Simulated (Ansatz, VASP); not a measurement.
# One calculation of Sr2ZrO3, two programs

File INCAR:

```
SYSTEM = Sr2ZrO3
ALGO = Normal
EDIFF = 1E-6
ENCUT = 520
GGA = PE
ISIF = 2
ISMEAR = 0
LASPH = .TRUE.
LCHARG = .FALSE.
LREAL = .FALSE.
LWAVE = .FALSE.
NBANDS = 34
NELM = 100
PREC = Accurate
SIGMA = 0.1
```

Contents of KPOINTS:

```
k-points
0
G
  6 6 4
  0 0 0
```

Contents of POSCAR:

```
Sr2ZrO3
1.0
    4.4125010100      0.0000000000      0.0000000000
   -2.2062505000      3.8213379700      0.0000000000
    0.0000000000      0.0000000000      5.5255645400
Sr Zr O
2 1 3
Direct
    0.3333333300      0.6666666700      0.2191410100
    0.6666666700      0.3333333300      0.7808589900
    0.0000000000      0.0000000000      0.5000000000
    0.3333333300      0.6666666700      0.7237790200
    0.6666666700      0.3333333300      0.2762209800
    0.0000000000      0.0000000000      0.0000000000
```

Input for Ansatz:

```yaml
crystal:
  lattice:
    - [4.41250101, 0.0, 0.0]
    - [-2.2062505, 3.82133797, 0.0]
    - [0.0, 0.0, 5.52556454]
  atoms:
    - { symbol: Sr, position: [0.33333333, 0.66666667, 0.21914101] }
    - { symbol: Sr, position: [0.66666667, 0.33333333, 0.78085899] }
    - { symbol: Zr, position: [0.0, 0.0, 0.5] }
    - { symbol: O, position: [0.33333333, 0.66666667, 0.72377902] }
    - { symbol: O, position: [0.66666667, 0.33333333, 0.27622098] }
    - { symbol: O, position: [0.0, 0.0, 0.0] }
basis:
  ecutwfc: 420
kpoints:
  mp_grid: { grid: [6, 6, 4] }
hamiltonian:
  xc: pbe
scf:
  occupations: { method: gaussian, width: 0.1 }
  lower_state_search: "off"
output:
  forces: true
  stress: true
  eigenvalues: true
```

Change from the starting cell: species swapped into the Sn2Pd3Au type (P-3m1, No. 164).

Alike in both runs: task single point; functional PBE; k mesh 6 × 6 × 4; occupations gaussian, width 0.1 eV; no spin polarisation.

|  | VASP | Ansatz |
| --- | --- | --- |
| version | VASP 6.6.1 | Ansatz 0.2.0 |
| potentials or method | VASP PAW PBE potentials, release 64 (Sr_sv, Zr_sv, O), cutoff 520 eV | scalar-relativistic, plane waves, PAW |
| valence electrons in the cell | 50 | 50 |

```csv
,VASP,Ansatz,Ansatz less VASP
gap on the k mesh at the Fermi level (eV),none,none,-
pressure (GPa),-4.8,-5.3,-0.51
"traceless stress, the component that is largest in VASP (GPa)",-8.07,-7.90,+0.168
rms of the force components (eV/Å),1.368,1.363,-0.0047
```

Atom by atom the forces differ by 0.005 eV/Å (rms over components). A gap of «none» marks a metal or a gap that the smearing closes.
